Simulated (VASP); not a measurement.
# Re (P6_3/mmc) in VASP: notebook, part 2 of 2

VASP 6.6.1. Earlier steps stand in the parts before.

### Step 3. Single point, LDA (11.97 Å³/atom)

This run uses another cell than the first one, of 11.97 Å³/atom.

INCAR reads:

```
  PREC = Accurate
  ENCUT = 520
  EDIFF = 1E-6
  ISMEAR = -1
  SIGMA = 0.05
  LREAL = F
  LASPH = T
  NELM = 60
  ALGO = Normal
  ISIF = 2
  LWAVE = F
  LCHARG = F
  NBANDS = 14
```

KPOINTS reads:

```
Automatic mesh
0
Gamma
  14 14 8
```

POSCAR reads:

```
Re
1.0
    2.5854314113      0.0000000000      0.0000000000
   -1.2927157057      2.2390492819      0.0000000000
    0.0000000000      0.0000000000      4.1340662724
Re
2
Direct
    0.3333333333      0.6666666667      0.2500000000
    0.6666666667      0.3333333333      0.7500000000
```

Potentials or basis: VASP PAW LDA potentials, release 64 (Re).

Command:

```bash
cat potpaw_LDA.64/Re/POTCAR > POTCAR
mpirun -np 1 vasp_std > vasp.out
```

OUTCAR:

```text
PREC = Accurate
   ENCUT = 520
   EDIFF = 1E-6
   ISMEAR = -1
   LREAL = F
   LASPH = T
   NELM = 60
   ISIF = 2

 ion  position               nearest neighbor table
   1  0.333  0.667  0.250-   2 2.55   2 2.55   2 2.55   2 2.55   2 2.55   2 2.55
   2  0.667  0.333  0.750-   1 2.55   1 2.55   1 2.55   1 2.55   1 2.55   1 2.55

  LATTYP: Found a hexagonal cell.
 ALAT       =     2.5854314113
 C/A-ratio  =     1.5989850879

  Lattice vectors:

 A1 = (   2.5854314113,   0.0000000000,   0.0000000000)
 A2 = (  -1.2927157057,   2.2390492819,   0.0000000000)
 A3 = (   0.0000000000,   0.0000000000,   4.1340662724)

Analysis of symmetry for initial positions (statically):
=====================================================================
 Subroutine PRICEL returns:
 Original cell was already a primitive cell.

 Routine SETGRP: Setting up the symmetry group for a
 hexagonal supercell.

 Subroutine GETGRP returns: Found 24 space group operations
 (whereof 12 operations were pure point group operations)
 out of a pool of 24 trial point group operations.

The static configuration has the point symmetry D_3d.
 The point group associated with its full space group is D_6h.

Analysis of symmetry for dynamics (positions and initial velocities):
=====================================================================
 Subroutine PRICEL returns:
 Original cell was already a primitive cell.

 Routine SETGRP: Setting up the symmetry group for a
 hexagonal supercell.

 Subroutine GETGRP returns: Found 24 space group operations
 (whereof 12 operations were pure point group operations)
 out of a pool of 24 trial point group operations.

The dynamic configuration has the point symmetry D_3d.
 The point group associated with its full space group is D_6h.

 Subroutine INISYM returns: Found 24 space group operations
 (whereof 12 operations are pure point group operations),
 and found     1 'primitive' translations

----------------------------------------------------------------------------------------

                                     Primitive cell

[... 121 lines left out ...]
 non-spin polarized calculation
  energy-cutoff  :      520.00
  volume of cell :       23.93
 maximum number of plane-waves:       660
 NGX is ok and might be reduce to    20
   NGX =  9   NGY =  9   NGZ = 15

 number of electron      14.0000000 magnetization

 Free energy of the ion-electron system (eV)
  ---------------------------------------------------
  ext. energy  EPLUGINS =         0.00000000
  ---------------------------------------------------
  free energy    TOTEN  =       -26.07176793 eV

  energy without entropy =      -26.06081141  energy(sigma->0) =      -26.06628967

 E-fermi :  10.6965     XC(G=0): -14.9801

 val. band max:       10.6863581369   @ k =   0.1429   0.1429   0.0000
 cond. band min:      10.6988718051   @ k =   0.0000   0.0000   0.0000
 fundamental gap:      0.0125136682
 Fermi energy:        10.6965326366

 k-point     1 :       0.0000    0.0000    0.0000
  band No.  band energies     occupation
      1      -0.4821      2.00000
      2       2.3948      2.00000
      3       8.3880      2.00000
      4       8.3880      2.00000
      5       8.6025      2.00000
      6       9.5926      2.00000
      7       9.5926      2.00000
      8      10.6989      0.97661
      9      10.6989      0.97661
     10      12.3049      0.00000
     11      15.0484      0.00000
     12      15.0484      0.00000
     13      23.7075      0.00000
     14      25.0055      0.00000
[... 377 lines left out ...]
      1       3.5646      2.00000
      2       5.5784      2.00000
      3       5.6490      2.00000
      4       6.7553      2.00000
      5       7.7969      2.00000
      6       8.2539      2.00000
      7      10.6716      1.24409
      8      14.4708      0.00000
      9      15.1532      0.00000
     10      15.5347      0.00000
     11      19.0556      0.00000
     12      19.2103      0.00000
     13      21.2864      0.00000
     14      28.3277      0.00000

 [... further k-points ...]

------------------------ aborting loop because EDIFF is reached ----------------------------------------

  FORCE on cell =-STRESS in cart. coord.  units (eV):
  Direction    XX          YY          ZZ          XY          YZ          ZX
  --------------------------------------------------------------------------------------
  -------------------------------------------------------------------------------------
  Total       16.6002893     16.6002893     17.6565110     -0.0000000      0.0000000      0.0000000
  in kB     1111.3532714   1111.3532713   1182.0650136     -0.0000000      0.0000000      0.0000000
  external PRESSURE =    1134.9238521 kB  Pullay stress =       0.0000000 kB

 VOLUME and BASIS-vectors are now :
 -----------------------------------------------------------------------------
  energy-cutoff  :      520.00
  volume of cell :       23.93
      direct lattice vectors                 reciprocal lattice vectors
     2.585431411  0.000000000  0.000000000     0.386782645  0.223309064  0.000000000
    -1.292715706  2.239049282  0.000000000     0.000000000  0.446618129  0.000000000
     0.000000000  0.000000000  4.134066272     0.000000000  0.000000000  0.241892591

 POSITION                                       TOTAL-FORCE (eV/Angst)
 -----------------------------------------------------------------------------------
     -0.00000      1.49270      1.03352         0.000000     -0.000000      0.000000
      1.29272      0.74635      3.10055        -0.000000      0.000000      0.000000
 -----------------------------------------------------------------------------------
    total drift:                               -0.000000      0.000000     -0.000000

  FREE ENERGIE OF THE ION-ELECTRON SYSTEM (eV)
  ---------------------------------------------------
  free  energy   TOTEN  =       -26.0717679271 eV

  energy  without entropy=      -26.0608114110  energy(sigma->0) =      -26.06628967
```

OSZICAR:

```text
N       E                     dE             d eps       ncg     rms          rms(c)
DAV:   1     0.806354150683E+02    0.80635E+02   -0.63622E+03  4330   0.107E+03
DAV:   2    -0.219265710550E+02   -0.10256E+03   -0.85789E+02  5098   0.337E+02
DAV:   3    -0.272256808497E+02   -0.52991E+01   -0.47820E+01  5650   0.103E+02
DAV:   4    -0.272794923091E+02   -0.53811E-01   -0.53574E-01  4826   0.652E+00
DAV:   5    -0.272798137256E+02   -0.32142E-03   -0.32137E-03  5690   0.833E-01    0.616E+01
DAV:   6    -0.264472340393E+02    0.83258E+00   -0.30673E-01  5710   0.848E+00    0.322E+01
DAV:   7    -0.260762566181E+02    0.37098E+00   -0.35448E-01  5648   0.855E+00    0.883E-01
DAV:   8    -0.260722710904E+02    0.39855E-02   -0.38860E-03  5376   0.533E-01    0.208E-01
DAV:   9    -0.260717848422E+02    0.48625E-03   -0.91212E-04  5448   0.331E-01    0.392E-02
DAV:  10    -0.260717714708E+02    0.13371E-04   -0.21383E-05  5352   0.406E-02    0.146E-02
DAV:  11    -0.260717679431E+02    0.35278E-05   -0.86558E-07  3498   0.209E-02    0.402E-03
DAV:  12    -0.260717679271E+02    0.15940E-07   -0.33146E-07  2574   0.698E-03
   1 F= -.26071768E+02 E0= -.26066290E+02  d E =-.109565E-01
```

Wall time 23 s (1 thread of AMD EPYC 7R13 (Zen 3), shared host); peak memory 0.12 GiB.

Results:

- Free energy: -26.0718 eV
- Pressure: 113.5 GPa
- Band gap on the k mesh: zero (bands 7 and 8 overlap by 4.49 eV)

Stress tensor (GPa, compression positive):
```
111.14   0.00   0.00
  0.00 111.14   0.00
  0.00   0.00 118.21
```

Levels at points of the mesh, in eV from the Fermi level:
```tsv
k point	band 5	band 6	band 7	band 8	band 9	band 10
(0.00, 0.00, 0.00)	-2.09	-1.10	-1.10	0.00	0.00	1.61
(0.50, 0.00, 0.00)	-1.59	-1.55	-0.61	5.24	6.03	6.04
(0.00, 0.00, 0.50)	-2.50	-2.50	-2.50	-2.50	3.39	3.39
(0.50, 0.00, 0.50)	0.34	0.34	1.65	1.65	5.70	5.70
```

Caveat: the cell stands under pressure; spin-orbit coupling is left out, which moves the levels of the heavy elements.

### Step 4. Single point, LDA (12.09 Å³/atom)

This run uses another cell than the first one, of 12.09 Å³/atom.

INCAR reads:

```
PREC     = Accurate       # precision mode
ENCUT    = 520            # plane-wave cutoff, eV
EDIFF    = 1E-7           # SCF threshold, eV
ISMEAR   = -1             # smearing method
SIGMA    = 0.05           # smearing width, eV
LREAL    = F              # projectors in reciprocal space
LASPH    = T              # aspherical terms in the spheres
NELM     = 80             # most SCF steps
ALGO     = Normal         # electronic algorithm
ISIF     = 2              # what is computed and relaxed
LWAVE    = F              # write WAVECAR
LCHARG   = F              # write CHGCAR
NBANDS   = 14             # bands
```

KPOINTS is that of step 3.

POSCAR reads:

```
Re
1.0
    2.5941956526      0.0000000000      0.0000000000
   -1.2970978263      2.2466393375      0.0000000000
    0.0000000000      0.0000000000      4.1480801636
Re
2
Direct
    0.3333333333      0.6666666667      0.2500000000
    0.6666666667      0.3333333333      0.7500000000
```

Command:

```bash
cat potpaw_LDA.64/Re/POTCAR > POTCAR
mpirun -np 1 vasp_std > vasp.out
```

Wall time 23 s (1 thread of AMD EPYC 7R13 (Zen 3), shared host); peak memory 0.12 GiB.

It converged, with:

```yaml
Free_energy: -26.2383 eV
Pressure: 104.9 GPa
Band_gap_on_the_k_mesh: zero (bands 7 and 8 overlap by 4.39 eV)
```

Stress tensor (GPa, compression positive):
```
102.65   0.00   0.00
  0.00 102.65   0.00
  0.00   0.00 109.55
```

Levels at points of the mesh, in eV from the Fermi level:
```
           k point  band 3  band 4  band 5  band 6  band 7  band 8  band 9  band 10  band 11  band 12
(0.00, 0.00, 0.00)   -2.26   -2.26   -2.05   -1.08   -1.08    0.01    0.01     1.56     4.30     4.30
(0.50, 0.00, 0.00)   -6.83   -2.81   -1.60   -1.54   -0.60    5.17    5.95     5.96     8.08     9.19
(0.00, 0.00, 0.50)   -2.86   -2.86   -2.45   -2.45   -2.45   -2.45    3.35     3.35     3.35     3.35
(0.50, 0.00, 0.50)   -5.39   -5.39    0.35    0.35    1.61    1.61    5.62     5.62     6.34     6.34
```

Caveat: the cell stands under pressure; spin-orbit coupling is left out, which moves the levels of the heavy elements.

### Step 5. Overview

| cell | gap on the mesh (eV) | pressure (GPa) |
| --- | --- | --- |
| a = 2.568, b = 2.568, c = 4.106 Å, angles 90.0, 90.0, 120.0°, 2 atoms | none | 131.8 |
| a = 2.585, b = 2.585, c = 4.134 Å, angles 90.0, 90.0, 120.0°, 2 atoms | none | 113.5 |
| a = 2.594, b = 2.594, c = 4.148 Å, angles 90.0, 90.0, 120.0°, 2 atoms | none | 104.9 |

Alike in all rows: task single point; level LDA; potentials or basis VASP PAW LDA potentials, release 64 (Re); no spin polarisation; k mesh 14 × 14 × 8; cutoff (eV) 520; smearing fermi-dirac 0.05 eV.

Caveats: the cell stands under pressure; spin-orbit coupling is left out, which moves the levels of the heavy elements.

Absolute energies hang on the potentials; compare differences alone.
